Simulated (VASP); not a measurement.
Input of a VASP 6.6.1 run:

INCAR

```
SYSTEM = ZnS
PREC = Accurate
ENCUT = 520
EDIFF = 1E-6
ISMEAR = -1
SIGMA = 0.02
LREAL = Auto
LASPH = .True.
NELM = 80
ALGO = Normal
ISIF = 2
LWAVE = .False.
LCHARG = .False.
GGA = PE
NBANDS = 86
```

File KPOINTS:

```
regular mesh
0
Gamma
  3 3 2
  0 0 0
```

File POSCAR:

```
ZnS
1.0
    7.1791809626     -0.0000000001      0.0000000000
   -3.5895904813      6.2173530920      0.0000000000
    0.0000000000      0.0000000000      5.8799973210
Zn S
8 8
Direct
   -0.0015490354     -0.0051398078      0.0024117358
   -0.0006959993      0.0025727990      0.4988153633
    0.0029435247      0.5005710556      0.0019685383
   -0.0018502078      0.4982991884      0.4994810099
    0.4989010694     -0.0013098822     -0.0001675171
    0.5010574322     -0.0031939637      0.4991509077
    0.5023063216      0.5032646455      0.0031654776
    0.4981250947      0.4974230922      0.5009857725
    0.1684799991      0.3375581166      0.2478433102
    0.3293148829      0.1702032978      0.7469510206
    0.1668236876      0.8384264048      0.2484339567
    0.3351437819      0.6661584019      0.7503098657
    0.6650053096      0.3326124429      0.2556759668
    0.8322252948      0.1626330345      0.7429957467
    0.6708131527      0.8403510180      0.2432994306
    0.8337475854      0.6673788570      0.7526397987
```

Potentials or basis: VASP PAW PBE potentials, release 64 (Zn, S).

The run is started by

```bash
$ cat potpaw_PBE.64/Zn/POTCAR potpaw_PBE.64/S/POTCAR > POTCAR
$ mpirun -np 1 vasp_std > vasp.out
```

Question: Estimate the pressure.

Answer: 2.6 GPa.

Question: Predict the largest force.

Answer: 0.275 eV/Å.

Question: Predict the band gap on the k mesh.

Answer: 0.37 eV.

Stress tensor (GPa, compression positive):
```
 2.67  0.00  0.00
 0.00  2.78 -0.01
 0.00 -0.01  2.37
```

Caveat: the k points lie up to 0.53 Å⁻¹ apart; semilocal functionals underestimate gaps, and a narrow one can read as zero. A k mesh can miss the band edges.
